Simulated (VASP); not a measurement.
# CsCl: single point with PBE

Crystal: CsCl.

```
CELL_PARAMETERS angstrom
4.20524 0.00000 0.00000
0.00000 4.20524 0.00000
0.00000 0.00000 4.20524
ATOMIC_POSITIONS crystal
Cs 0.00000 0.00000 0.00000
Cl 0.50000 0.50000 0.50000
```

| Property | Result |
| --- | --- |
| Program | VASP 6.6.1 |
| Task | single point |
| Functional | PBE |
| Potentials or basis | VASP PAW PBE potentials, release 64 (Cs_sv, Cl) |
| Cutoff | 500 eV |
| k mesh | 6 × 6 × 6 |
| Occupations | gaussian, width 0.01 eV |
| Spin | no spin polarisation |

* Pressure: 0.0 GPa
* Band gap on the k mesh: 5.00 eV, direct

Levels at points of the mesh, in eV from the valence-band top:
```csv
k point,band 6,band 7,band 8,band 9,band 10,band 11
"(0.00, 0.00, 0.00)",0.00,0.00,0.00,5.00,5.44,5.44
"(0.50, 0.00, 0.00)",-1.05,-0.19,-0.19,6.38,7.32,8.50
"(0.50, 0.50, 0.00)",-0.41,-0.41,-0.03,5.89,5.97,7.90
"(0.50, 0.50, 0.50)",-0.96,-0.96,-0.96,8.24,8.24,8.24
```

Wall time 6.1 s on 1 thread of Intel(R) Xeon(R) 6975P-C (Granite Rapids), with other jobs on the host, peak memory 0.18 GiB.

Caveat: spin-orbit coupling is left out, which moves the levels of the heavy elements. PBE gaps usually lie below the measured ones, often by a third to a half.
